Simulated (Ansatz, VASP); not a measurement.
**Two plane-wave programs on Ni**

File POSCAR:

```
Ni
1.0
    2.2611230918      0.0000000000      0.0000000000
    0.0000000000      2.2611230918      0.0000000000
    0.0000000000      0.0000000000      2.2611230918
Ni
1
Direct
    0.0000000000      0.0000000000      0.0000000000
```

INCAR.step1

```
PREC     = Accurate       # precision mode
ENCUT    = 520            # plane-wave cutoff, eV
ISMEAR   = -1             # smearing method
SIGMA    = 0.1            # smearing width, eV
LREAL    = False          # projectors in reciprocal space
LASPH    = True           # aspherical terms in the spheres
NELM     = 100            # most SCF steps
NBANDS   = 11             # bands
GGA      = PE             # functional
ALGO     = Normal         # electronic algorithm
EDIFF    = 1E-4           # SCF threshold, eV
LWAVE    = True           # write WAVECAR
LCHARG   = False          # write CHGCAR
```

Contents of INCAR.step2:

```
PREC     = Accurate       # precision mode
ENCUT    = 520            # plane-wave cutoff, eV
EDIFF    = 1E-6           # SCF threshold, eV
ISMEAR   = -1             # smearing method
SIGMA    = 0.1            # smearing width, eV
LREAL    = False          # projectors in reciprocal space
LASPH    = True           # aspherical terms in the spheres
NELM     = 100            # most SCF steps
ALGO     = Normal         # electronic algorithm
ISIF     = 2              # what is computed and relaxed
LWAVE    = False          # write WAVECAR
LCHARG   = False          # write CHGCAR
METAGGA  = R2SCAN         # meta-GGA
LMIXTAU  = True         
NBANDS   = 11             # bands
ISTART   = 1
```

File KPOINTS:

```
Automatic mesh
0
Gamma
  15 15 15
```

Input for Ansatz:

```yaml
crystal:
  lattice:
    - [2.2611230918, 0.0, 0.0]
    - [0.0, 2.2611230918, 0.0]
    - [0.0, 0.0, 2.2611230918]
  atoms:
    - { symbol: Ni, position: [0.0, 0.0, 0.0] }
hamiltonian:
  xc: r2scan
  pseudopotentials:
    kind: paw
    azcp:
      Ni: "pseudopotentials/Ni.paw.azcp"
basis:
  ecutwfc: 500
  fft_grid_basis: typed
kpoints:
  mp_grid: { grid: [15, 15, 15], shift: [0, 0, 0] }
magnetization:
  spin_polarized: false
scf:
  occupations: { method: fermi_dirac, width: 0.1 }
  lower_state_search: "off"
output:
  stress: true
  write_density: true
  write_potential: true
  elf: true
  volumetric_format: npy
```

Alike in both runs: task single point; functional r2SCAN; k mesh 15 × 15 × 15; occupations fermi-dirac, width 0.1 eV; no spin polarisation.

```csv
,VASP,Ansatz
version,VASP 6.6.1,Ansatz 0.2.0
potentials or method,"VASP PAW PBE potentials, release 64 (Ni), cutoff 520 eV","plane waves (500 eV) with PAW, scalar-relativistic"
valence electrons in the cell,10,18
```

|  | VASP | Ansatz | Ansatz less VASP |
| --- | --- | --- | --- |
| pressure (GPa) | 7.7 | 7.4 | -0.35 |

VASP's potentials were made for PBE, not for r2SCAN. VASP's potentials hold 10 valence electrons a cell and Ansatz's 18, so a difference there can come from the potentials and not from the codes.
